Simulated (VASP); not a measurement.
A run of VASP 6.6.1:

POSCAR

```
MgTe
1.0
    4.5160869757      0.0000000000      0.0000000000
   -2.2580434878      3.9110460466      0.0000000000
    0.0000000000      0.0000000000      7.3358203322
Mg Te
2 2
Direct
    0.3333333333      0.6666666667     -0.0004531404
    0.6666666667      0.3333333333      0.4995468596
    0.3333333333      0.6666666667      0.3764531404
    0.6666666667      0.3333333333      0.8764531404
```

File INCAR.step1:

```
PREC = Accurate
ENCUT = 520
EDIFF = 1E-5
ISMEAR = 0
SIGMA = 0.01
LREAL = False
LASPH = True
NELM = 120
ALGO = Normal
ISIF = 2
LWAVE = True
LCHARG = False
NBANDS = 16
GGA = PE
GGA_COMPAT = False
```

File INCAR.step2:

```
PREC = Accurate
ENCUT = 520
EDIFF = 1E-6
ISMEAR = 0
SIGMA = 0.01
LREAL = False
LASPH = True
NELM = 120
ALGO = Normal
ISIF = 2
LWAVE = False
LCHARG = False
GGA = PE
LHFCALC = True
HFSCREEN = 0.2079
PRECFOCK = Normal
NBANDS = 16
ISTART = 1
GGA_COMPAT = False
```

KPOINTS

```
Automatic mesh
0
Gamma
  6 6 2
```

Potentials or basis: VASP PAW PBE potentials, release 64 (Mg, Te).

The run is started by

```bash
$ cat potpaw_PBE.64/Mg/POTCAR potpaw_PBE.64/Te/POTCAR > POTCAR
$ cp INCAR.step1 INCAR
$ mpirun -np 1 vasp_std > vasp.out
$ cp INCAR.step2 INCAR
$ mpirun -np 1 vasp_std > vasp.out
```

Hardware: 1 thread of Intel Xeon 8259CL, on a shared host.

**Question.** How long does it take, and how much memory?

**Answer.** Wall time 51 min on 1 thread of Intel Xeon 8259CL, with other jobs on the host, peak memory 0.38 GiB. Counts: k points 14.
